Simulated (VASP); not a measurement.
# Cs: single point with PBE

Crystal: Cs.

```
CELL_PARAMETERS angstrom
-3.56492 3.56492 1.93042
3.56492 -3.56492 1.93042
3.56492 3.56492 -1.93042
ATOMIC_POSITIONS crystal
Cs 0.62500 0.87500 0.75000
Cs 0.37500 0.12500 0.25000
```

| Quantity | Value |
| --- | --- |
| Program | VASP 6.6.1 |
| Task | single point |
| Functional | PBE |
| Potentials or basis | VASP PAW PBE potentials, release 64 (Cs_sv) |
| Cutoff | 520 eV |
| k mesh | 9 × 9 × 9 |
| Occupations | fermi-dirac, width 0.08 eV |
| Spin | no spin polarisation |

| Quantity | Value |
| --- | --- |
| Pressure | 4.5 GPa |
| Band gap on the k mesh | zero (bands 9 and 10 overlap by 1.97 eV) |

Stress tensor (GPa, compression positive):
```
4.85 0.00 0.00
0.00 4.85 0.00
0.00 0.00 3.94
```

Levels at points of the mesh, in eV from the Fermi level:
| k point | band 5 | band 6 | band 7 | band 8 | band 9 | band 10 | band 11 | band 12 | band 13 | band 14 |
| --- | --- | --- | --- | --- | --- | --- | --- | --- | --- | --- |
| (0.00, 0.00, 0.00) | -9.95 | -9.94 | -9.84 | -9.84 | -1.88 | -0.97 | 1.32 | 1.37 | 2.08 | 4.04 |

Wall time 2.8 min on 1 thread of Intel Xeon 8259CL, on a shared host, peak memory 0.28 GiB.

Caveat: the cell stands under pressure; spin-orbit coupling is left out, which moves the levels of the heavy elements.
